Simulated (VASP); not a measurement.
# TePb: relaxation of cell and atoms with RPBE+D3(BJ)

The system is TePb.

```
Pb Te
1.0
     0.00000    2.99939    2.99939
     2.99939    0.00000    2.99939
     2.99939    2.99939    0.00000
Pb Te
1 1
Cartesian
  0.0000 0.0000 0.0000
  2.9994 2.9994 2.9994
```

This cell differs from its parent crystal: volume scaled by 0.8.

```json
{
 "Program": "VASP 6.6.1",
 "Task": "relaxation of cell and atoms",
 "Functional": "RPBE",
 "Dispersion": "D3(BJ)",
 "Potentials or basis": "VASP PAW PBE potentials, release 64 (Pb_d, Te)",
 "Cutoff": "600 eV",
 "k mesh": "5 × 5 × 5",
 "Occupations": "gaussian, width 0.05 eV",
 "Spin": "non-collinear spin, typed start, spin-orbit coupling",
 "Starting moments": "[[0.0, 0.0, 0.5], [0.0, 0.0, 0.0]] μB",
 "Dipole correction": "no",
 "Further INCAR settings": "ALGO = Normal; EDIFF = 1e-07; IBRION = 2; EDIFFG = -0.01; NSW = 80; ISIF = 3"
}
```

* Relaxed volume: 26.55 Å³/atom
* Relaxed cell: a = 4.219 Å, b = 4.219 Å, c = 4.219 Å, α = 60.00°, β = 60.00°, γ = 60.00°
* Space group after relaxing (to 0.05 Å): Fm-3m (No. 225)
* Energy gained by relaxing: 1.6 meV/atom
* Ionic steps: 3
* Pressure after relaxing: 0.0 GPa
* Net moment: 0.00 μB per cell
* Valence electrons inside the program's atomic spheres: Pb 12.09; Te 3.49
* Dispersion energy per atom: -2.699 eV

The path:
| step | energy change (eV) | largest force (eV/Å) | pressure (GPa) | volume (Å³) |
| --- | --- | --- | --- | --- |
| 1 | 0.0000 | 0.0000 | -1.17 | 53.97 |
| 2 | -0.0011 | 0.0000 | 1.00 | 52.44 |
| 3 | -0.0032 | 0.0000 | 0.01 | 53.11 |

Final structure:
```
Pb Te
1.0
     0.00000    2.98340    2.98340
     2.98340    0.00000    2.98340
     2.98340    2.98340    0.00000
Pb Te
1 1
Direct
  0.00000 0.00000 0.00000
  0.50000 0.50000 0.50000
```

Moments on the atoms (μB; x, y, z):
```
Pb  0.00 0.00 0.00
Te  0.00 0.00 0.00
```

It took 2.7 min on 1 thread of AMD EPYC 9R45 96-Core Processor (Zen 5), with other jobs on the host, peak memory 0.4 GiB.

Caveat: the k points lie up to 0.36 Å⁻¹ apart in the final cell; the cell differs from its parent crystal (volume scaled by 0.8); the PAW data sets were made with another functional, which shifts forces and pressure a little.
